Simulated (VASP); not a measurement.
# Al2Pt (Fm-3m) in VASP: notebook

Runs on Al2Pt. Level: PBE. Tasks: single point.

Everything below comes from runs of VASP 6.6.1. Logs are shortened: lines on timing, memory, paths and dates and some standing lists are left out, and cuts for length are marked.

**1. The cell of the first run**

It takes space group Fm-3m (No. 225, cubic). Conventional cell: a = 5.910 Å, b = 5.910 Å, c = 5.910 Å, α = 90.00°, β = 90.00°, γ = 90.00°. Al (site symmetry -43m) has 4 Pt at 2.56 Å and 6 Al at 2.96 Å within 3.4 Å. Pt (site symmetry m-3m) has 8 Al at 2.56 Å within 3.4 Å.

**2. Single point, PBE**

INCAR reads:

```
SYSTEM = Al2Pt
PREC = Accurate
ENCUT = 520
EDIFF = 1E-6
ISMEAR = 0
SIGMA = 0.05
LREAL = .FALSE.
LASPH = .TRUE.
NELM = 60
ALGO = Normal
ISIF = 2
LWAVE = .FALSE.
LCHARG = .FALSE.
GGA = PE
NBANDS = 15
```

KPOINTS reads:

```
regular mesh
0
G
  10 10 10
  0 0 0
```

POSCAR reads:

```
Al2Pt
1.0
    0.0000000000      2.9550000000      2.9550000000
    2.9550000000      0.0000000000      2.9550000000
    2.9550000000      2.9550000000      0.0000000000
Al Pt
2 1
Direct
    0.2500000000      0.2500000000      0.2500000000
    0.7500000000      0.7500000000      0.7500000000
    0.0000000000      0.0000000000      0.0000000000
```

Potentials or basis: VASP PAW PBE potentials, release 64 (Al, Pt).

On the command line:

```
$ cat potpaw_PBE.64/Al/POTCAR potpaw_PBE.64/Pt/POTCAR > POTCAR
$ mpirun -np 1 vasp_std > vasp.out
```

OUTCAR:

```text
SYSTEM = Al2Pt
   PREC = Accurate
   ENCUT = 520
   EDIFF = 1E-6
   ISMEAR = 0
   LREAL = .FALSE.
   LASPH = .TRUE.
   NELM = 60
   ISIF = 2
   GGA = PE

 ion  position               nearest neighbor table
   1  0.250  0.250  0.250-   3 2.56   3 2.56   3 2.56   3 2.56   2 2.96   2 2.96   2 2.96   2 2.96
                             2 2.96   2 2.96
   2  0.750  0.750  0.750-   3 2.56   3 2.56   3 2.56   3 2.56   1 2.96   1 2.96   1 2.96   1 2.96
                             1 2.96   1 2.96
   3  0.000  0.000  0.000-   2 2.56   2 2.56   2 2.56   1 2.56   2 2.56   1 2.56   1 2.56   1 2.56

  LATTYP: Found a face centered cubic cell.
 ALAT       =     5.9100000000

  Lattice vectors:

 A1 = (   0.0000000000,   2.9550000000,   2.9550000000)
 A2 = (   2.9550000000,   0.0000000000,   2.9550000000)
 A3 = (   2.9550000000,   2.9550000000,   0.0000000000)

Analysis of symmetry for initial positions (statically):
=====================================================================
 Subroutine PRICEL returns:
 Original cell was already a primitive cell.

 Routine SETGRP: Setting up the symmetry group for a
 face centered cubic supercell.

 Subroutine GETGRP returns: Found 48 space group operations
 (whereof 48 operations were pure point group operations)
 out of a pool of 48 trial point group operations.

The static configuration has the point symmetry O_h .

Analysis of symmetry for dynamics (positions and initial velocities):
=====================================================================
 Subroutine PRICEL returns:
 Original cell was already a primitive cell.

 Routine SETGRP: Setting up the symmetry group for a
 face centered cubic supercell.

 Subroutine GETGRP returns: Found 48 space group operations
 (whereof 48 operations were pure point group operations)
 out of a pool of 48 trial point group operations.

The dynamic configuration has the point symmetry O_h .

 Subroutine INISYM returns: Found 48 space group operations
 (whereof 48 operations are pure point group operations),
 and found     1 'primitive' translations

----------------------------------------------------------------------------------------

                                     Primitive cell

  volume of cell :      51.6063

  direct lattice vectors                    reciprocal lattice vectors
     0.000000000  2.955000000  2.955000000    -0.169204738  0.169204738  0.169204738
     2.955000000  0.000000000  2.955000000     0.169204738 -0.169204738  0.169204738
     2.955000000  2.955000000  0.000000000     0.169204738  0.169204738 -0.169204738

  length of vectors
     4.179001077  4.179001077  4.179001077     0.293071203  0.293071203  0.293071203

  position of ions in fractional coordinates (direct lattice)
[... 91 lines left out ...]
   PSTRESS=    0.0 pullay stress
   NELECT =      16.0000    total number of electrons
   NUPDOWN=      -1.0000    fix difference up-down
   EMIN   =  10.00;   EMAX   =-10.00  energy-range for DOS
   EFERMI =   0.00;   METHOD = LEGACY
   ISMEAR =     0;   SIGMA  =   0.05  broadening in eV -4-tet -1-fermi 0-gaus
   EFERMI_NEDOS =   21; number of points for ismear=-14 and -15
   IALGO  =     38    algorithm
   IMIX   =      4    mixing-type and parameters
     AMIX     =   0.40;   BMIX     =  1.00
     AMIX_MAG =   1.60;   BMIX_MAG =  1.00
  volume/ion in A,a.u.               =      17.20       116.09
  Fermi-wavevector in a.u.,A,eV,Ry     =   1.108019  2.093853 16.703966  1.227707
  Thomas-Fermi vector in A             =   2.244541
   LORBIT       =      0    0 simple, 1 ext, 2 COOP (PROOUT), +10 PAW based schemes
   GGA     = PE    functional components
   LHFCALC =     F    Hartree Fock is set to
   AEXX    =    0.0000 exact exchange contribution
   IVDW    =     0    specifies the selected vdW correction
   LEPSILON=     F    determine dielectric tensor
   LRPA    =     F    only Hartree local field effects (RPA)
 non-spin polarized calculation
 Gauss-broadening in eV      SIGMA  =   0.05
  energy-cutoff  :      520.00
  volume of cell :       51.61
 maximum number of plane-waves:      1411
   NGX = 15   NGY = 15   NGZ = 15

 number of electron      16.0000000 magnetization

 Free energy of the ion-electron system (eV)
  ---------------------------------------------------
  ext. energy  EPLUGINS =         0.00000000
  ---------------------------------------------------
  free energy    TOTEN  =       -16.25433379 eV

  energy without entropy =      -16.25257836  energy(sigma->0) =      -16.25345608

 E-fermi :   7.8631     XC(G=0): -10.7013

 val. band max:        7.8508472939   @ k =   0.5000   0.3000   0.1000
 cond. band min:       7.9923070191   @ k =   0.2000   0.0000   0.0000
 fundamental gap:      0.1414597252
 Fermi energy:         7.8631293436

 k-point     1 :       0.0000    0.0000    0.0000
  band No.  band energies     occupation
      1      -2.3287      2.00000
      2       2.8487      2.00000
      3       2.8487      2.00000
      4       2.8487      2.00000
      5       4.2048      2.00000
      6       4.2048      2.00000
      7      10.8553      0.00000
      8      11.7230      0.00000
      9      11.7230      0.00000
     10      11.7230      0.00000
     11      13.3104      0.00000
     12      13.3104      0.00000
     13      13.3104      0.00000
     14      14.2366      0.00000
[... 401 lines left out ...]
      2       1.9966      2.00000
      3       3.1719      2.00000
      4       3.6387      2.00000
      5       3.8200      2.00000
      6       4.5751      2.00000
      7       5.5537      2.00000
      8       7.2577      2.00000
      9       7.3122      2.00000
     10      11.1441      0.00000
     11      11.7658      0.00000
     12      15.4473      0.00000
     13      16.2146      0.00000
     14      16.9105      0.00000
     15      17.5818      0.00000

 [... further k-points ...]
[... 5 lines left out ...]
  --------------------------------------------------------------------------------------
  -------------------------------------------------------------------------------------
  Total        0.7467013      0.7467013      0.7467013     -0.0000000     -0.0000000      0.0000000
  in kB       23.1822220     23.1822220     23.1822220     -0.0000000     -0.0000000      0.0000000
  external PRESSURE =      23.1822220 kB  Pullay stress =       0.0000000 kB

 VOLUME and BASIS-vectors are now :
 -----------------------------------------------------------------------------
  energy-cutoff  :      520.00
  volume of cell :       51.61
      direct lattice vectors                 reciprocal lattice vectors
     0.000000000  2.955000000  2.955000000    -0.169204738  0.169204738  0.169204738
     2.955000000  0.000000000  2.955000000     0.169204738 -0.169204738  0.169204738
     2.955000000  2.955000000  0.000000000     0.169204738  0.169204738 -0.169204738

 POSITION                                       TOTAL-FORCE (eV/Angst)
 -----------------------------------------------------------------------------------
      1.47750      1.47750      1.47750         0.000000      0.000000      0.000000
      4.43250      4.43250      4.43250        -0.000000     -0.000000     -0.000000
      0.00000      0.00000      0.00000         0.000000     -0.000000      0.000000
 -----------------------------------------------------------------------------------
    total drift:                                0.000000     -0.000000      0.000000

  FREE ENERGIE OF THE ION-ELECTRON SYSTEM (eV)
  ---------------------------------------------------
  free  energy   TOTEN  =       -16.2543337949 eV

  energy  without entropy=      -16.2525783620  energy(sigma->0) =      -16.25345608
```

Wall time 16 s (1 thread of Intel Xeon 6975P-C (Granite Rapids), shared host); peak memory 0.19 GiB.

Results:

| Item | Value |
| --- | --- |
| Free energy | -16.2543 eV |
| Pressure | 2.3 GPa |
| Band gap on the k mesh | zero (band 8 reaches 11.72 eV, above the bottom of band 9 at 6.29 eV) |

Levels at points of the mesh, in eV from the Fermi level:
| k point | band 6 | band 7 | band 8 | band 9 | band 10 | band 11 |
| --- | --- | --- | --- | --- | --- | --- |
| (0.00, 0.00, 0.00) | -3.66 | 2.99 | 3.86 | 3.86 | 3.86 | 5.45 |
| (0.50, 0.00, 0.00) | -3.44 | -3.44 | 1.05 | 1.05 | 3.81 | 5.19 |
| (0.50, 0.50, 0.00) | -3.38 | -3.16 | -1.57 | -1.57 | 3.18 | 3.42 |

Caveat: spin-orbit coupling is left out, which moves the levels of the heavy elements.

**3. Single point, PBE**

INCAR reads:

```
  PREC = Accurate
  ENCUT = 520
  EDIFF = 1E-6
  ISMEAR = 0
  SIGMA = 0.05
  LREAL = False
  LASPH = True
  NELM = 60
  ALGO = Normal
  ISIF = 2
  LWAVE = False
  LCHARG = False
  GGA = PE
  NBANDS = 15
```

KPOINTS reads:

```
regular mesh
0
Gamma
  10 10 10
```

POSCAR is that of step 2.

Potentials or basis: VASP PAW PBE potentials, release 64 (Al, Pt).

On the command line:

```
$ cat potpaw_PBE.64/Al/POTCAR potpaw_PBE.64/Pt/POTCAR > POTCAR
$ mpirun -np 1 vasp_std > vasp.out
```

OUTCAR:

```text
PREC = Accurate
   ENCUT = 520
   EDIFF = 1E-6
   ISMEAR = 0
   LREAL = False
   LASPH = True
   NELM = 60
   ISIF = 2
   GGA = PE

 ion  position               nearest neighbor table
   1  0.250  0.250  0.250-   3 2.56   3 2.56   3 2.56   3 2.56   2 2.96   2 2.96   2 2.96   2 2.96
                             2 2.96   2 2.96
   2  0.750  0.750  0.750-   3 2.56   3 2.56   3 2.56   3 2.56   1 2.96   1 2.96   1 2.96   1 2.96
                             1 2.96   1 2.96
   3  0.000  0.000  0.000-   2 2.56   2 2.56   2 2.56   1 2.56   2 2.56   1 2.56   1 2.56   1 2.56

  LATTYP: Found a face centered cubic cell.
[... 628 lines left out ...]
  Direction    XX          YY          ZZ          XY          YZ          ZX
  --------------------------------------------------------------------------------------
  -------------------------------------------------------------------------------------
  Total        0.7467013      0.7467013      0.7467013     -0.0000000     -0.0000000      0.0000000
  in kB       23.1822220     23.1822220     23.1822220     -0.0000000     -0.0000000      0.0000000
  external PRESSURE =      23.1822220 kB  Pullay stress =       0.0000000 kB

 VOLUME and BASIS-vectors are now :
 -----------------------------------------------------------------------------
  energy-cutoff  :      520.00
  volume of cell :       51.61
      direct lattice vectors                 reciprocal lattice vectors
     0.000000000  2.955000000  2.955000000    -0.169204738  0.169204738  0.169204738
     2.955000000  0.000000000  2.955000000     0.169204738 -0.169204738  0.169204738
     2.955000000  2.955000000  0.000000000     0.169204738  0.169204738 -0.169204738

 POSITION                                       TOTAL-FORCE (eV/Angst)
 -----------------------------------------------------------------------------------
      1.47750      1.47750      1.47750         0.000000      0.000000      0.000000
      4.43250      4.43250      4.43250        -0.000000     -0.000000     -0.000000
      0.00000      0.00000      0.00000         0.000000     -0.000000      0.000000
 -----------------------------------------------------------------------------------
    total drift:                                0.000000     -0.000000      0.000000

  FREE ENERGIE OF THE ION-ELECTRON SYSTEM (eV)
  ---------------------------------------------------
  free  energy   TOTEN  =       -16.2543337949 eV

  energy  without entropy=      -16.2525783620  energy(sigma->0) =      -16.25345608
```

OSZICAR:

```text
N       E                     dE             d eps       ncg     rms          rms(c)
DAV:   1     0.490687247538E+02    0.49069E+02   -0.66923E+03  1442   0.915E+02
DAV:   2    -0.152925015285E+02   -0.64361E+02   -0.56414E+02  1718   0.165E+02
DAV:   3    -0.168087644152E+02   -0.15163E+01   -0.15081E+01  1767   0.243E+01
DAV:   4    -0.168212947662E+02   -0.12530E-01   -0.12529E-01  1739   0.261E+00
DAV:   5    -0.168215219809E+02   -0.22721E-03   -0.22721E-03  1796   0.362E-01    0.857E+00
DAV:   6    -0.163638722939E+02    0.45765E+00   -0.18893E+00  1669   0.124E+01    0.223E+00
DAV:   7    -0.162839592331E+02    0.79913E-01   -0.14423E-01  1676   0.360E+00    0.167E+00
DAV:   8    -0.162541448824E+02    0.29814E-01   -0.29229E-02  1683   0.143E+00    0.249E-01
DAV:   9    -0.162541834283E+02   -0.38546E-04   -0.14056E-03  1804   0.320E-01    0.159E-01
DAV:  10    -0.162543334898E+02   -0.15006E-03   -0.25696E-04  1578   0.111E-01    0.159E-02
DAV:  11    -0.162543320252E+02    0.14646E-05   -0.11136E-05  1858   0.317E-02    0.775E-03
DAV:  12    -0.162543338455E+02   -0.18203E-05   -0.44919E-06  1515   0.129E-02    0.171E-03
DAV:  13    -0.162543337949E+02    0.50538E-07   -0.17952E-07  1013   0.399E-03
   1 F= -.16254334E+02 E0= -.16253456E+02  d E =-.175543E-02
```

Run time: 17 s. Hardware: 1 thread of Intel Xeon 6975P-C (Granite Rapids), shared host; peak memory 0.19 GiB.

What came out:

- Free energy: -16.2543 eV
- Pressure: 2.3 GPa
- Band gap on the k mesh: zero (band 8 reaches 11.72 eV, above the bottom of band 9 at 6.29 eV)

Levels at points of the mesh, in eV from the Fermi level:
| k point | band 4 | band 5 | band 6 | band 7 | band 8 | band 9 | band 10 | band 11 | band 12 | band 13 |
| --- | --- | --- | --- | --- | --- | --- | --- | --- | --- | --- |
| (0.00, 0.00, 0.00) | -5.01 | -3.66 | -3.66 | 2.99 | 3.86 | 3.86 | 3.86 | 5.45 | 5.45 | 5.45 |
| (0.50, 0.00, 0.00) | -4.69 | -3.67 | -3.44 | -3.44 | 1.05 | 1.05 | 3.81 | 5.19 | 5.19 | 5.41 |
| (0.50, 0.50, 0.00) | -3.74 | -3.74 | -3.38 | -3.16 | -1.57 | -1.57 | 3.18 | 3.42 | 8.11 | 10.81 |

Caveat: spin-orbit coupling is left out, which moves the levels of the heavy elements.

**4. Single point, PBE**

This run uses another cell than the first one, of 20.64 Å³/atom, 1.200 times its volume.

INCAR reads:

```
PREC = Accurate ; ENCUT = 520
EDIFF = 1E-6 ; ISMEAR = 0
SIGMA = 0.05 ; LREAL = F
LASPH = T ; NELM = 80
ALGO = Normal ; ISIF = 2
LWAVE = F ; LCHARG = T
GGA = PE ; LELF = T
LVHAR = T ; NBANDS = 15
```

KPOINTS is that of step 3.

POSCAR reads:

```
Al2Pt
1.0
    0.0000000000      3.1401560719      3.1401560719
    3.1401560719      0.0000000000      3.1401560719
    3.1401560719      3.1401560719      0.0000000000
Al Pt
2 1
Direct
    0.2500000000      0.2500000000      0.2500000000
    0.7500000000      0.7500000000      0.7500000000
    0.0000000000      0.0000000000      0.0000000000
```

Potentials or basis: VASP PAW PBE potentials, release 64 (Al, Pt).

On the command line:

```
$ cat potpaw_PBE.64/Al/POTCAR potpaw_PBE.64/Pt/POTCAR > POTCAR
$ mpirun -np 1 vasp_std > vasp.out
```

OUTCAR:

```text
PREC = Accurate
   ENCUT = 520
   EDIFF = 1E-6
   ISMEAR = 0
   LREAL = F
   LASPH = T
   NELM = 80
   ISIF = 2
   GGA = PE

 ion  position               nearest neighbor table
   1  0.250  0.250  0.250-   3 2.72   3 2.72   3 2.72   3 2.72   2 3.14   2 3.14   2 3.14   2 3.14
                             2 3.14   2 3.14
   2  0.750  0.750  0.750-   3 2.72   3 2.72   3 2.72   3 2.72   1 3.14   1 3.14   1 3.14   1 3.14
                             1 3.14   1 3.14
   3  0.000  0.000  0.000-   2 2.72   2 2.72   2 2.72   1 2.72   2 2.72   1 2.72   1 2.72   1 2.72

  LATTYP: Found a face centered cubic cell.
 ALAT       =     6.2803121438

  Lattice vectors:

 A1 = (   0.0000000000,   3.1401560719,   3.1401560719)
 A2 = (   3.1401560719,   0.0000000000,   3.1401560719)
 A3 = (   3.1401560719,   3.1401560719,   0.0000000000)

Analysis of symmetry for initial positions (statically):
=====================================================================
 Subroutine PRICEL returns:
 Original cell was already a primitive cell.

 Routine SETGRP: Setting up the symmetry group for a
 face centered cubic supercell.

 Subroutine GETGRP returns: Found 48 space group operations
 (whereof 48 operations were pure point group operations)
[... 178 lines left out ...]
      3       1.7600      2.00000
      4       1.7600      2.00000
      5       2.9129      2.00000
      6       2.9129      2.00000
      7       7.5702      0.00000
      8       9.5919      0.00000
      9       9.5919      0.00000
     10       9.5919      0.00000
     11      10.3853      0.00000
     12      10.3853      0.00000
     13      10.3853      0.00000
     14      11.6582      0.00000
[... 401 lines left out ...]
      2       0.8703      2.00000
      3       2.0396      2.00000
      4       2.3973      2.00000
      5       2.5377      2.00000
      6       3.1741      2.00000
      7       3.8271      2.00000
      8       5.3552      2.00000
      9       5.5103      2.00000
     10       8.1277      0.00000
     11       9.4808      0.00000
     12      12.8629      0.00000
     13      13.2352      0.00000
     14      13.6035      0.00000
     15      14.9323      0.00000

 [... further k-points ...]
[... 5 lines left out ...]
  --------------------------------------------------------------------------------------
  -------------------------------------------------------------------------------------
  Total       -5.6815353     -5.6815353     -5.6815353     -0.0000000      0.0000000      0.0000000
  in kB     -146.9916268   -146.9916268   -146.9916268     -0.0000000      0.0000000      0.0000000
  external PRESSURE =    -146.9916268 kB  Pullay stress =       0.0000000 kB

 VOLUME and BASIS-vectors are now :
 -----------------------------------------------------------------------------
  energy-cutoff  :      520.00
  volume of cell :       61.93
      direct lattice vectors                 reciprocal lattice vectors
     0.000000000  3.140156072  3.140156072    -0.159227754  0.159227754  0.159227754
     3.140156072  0.000000000  3.140156072     0.159227754 -0.159227754  0.159227754
     3.140156072  3.140156072  0.000000000     0.159227754  0.159227754 -0.159227754

 POSITION                                       TOTAL-FORCE (eV/Angst)
 -----------------------------------------------------------------------------------
      1.57008      1.57008      1.57008         0.000000      0.000000      0.000000
      4.71023      4.71023      4.71023        -0.000000     -0.000000     -0.000000
      0.00000      0.00000      0.00000        -0.000000      0.000000     -0.000000
 -----------------------------------------------------------------------------------
    total drift:                               -0.000000      0.000000      0.000000

  FREE ENERGIE OF THE ION-ELECTRON SYSTEM (eV)
  ---------------------------------------------------
  free  energy   TOTEN  =       -15.7573353533 eV

  energy  without entropy=      -15.7554625744  energy(sigma->0) =      -15.75639896
```

It took 27 s on 1 thread of Intel Xeon 6975P-C (Granite Rapids), shared host; peak memory 0.21 GiB.

What came out:

```
Free energy            : -15.7573 eV
Pressure               : -14.7 GPa
Band gap on the k mesh : zero (band 8 reaches 9.59 eV, above the bottom of band 9 at 4.66 eV)
```

Levels at points of the mesh, in eV from the Fermi level:
```tsv
k point	band 6	band 7	band 8	band 9	band 10	band 11
(0.00, 0.00, 0.00)	-2.99	1.67	3.69	3.69	3.69	4.48
(0.50, 0.00, 0.00)	-2.84	-2.84	1.04	1.04	3.38	3.83
(0.50, 0.50, 0.00)	-2.85	-2.64	-1.24	-1.24	2.01	3.14
```

Caveat: spin-orbit coupling is left out, which moves the levels of the heavy elements.
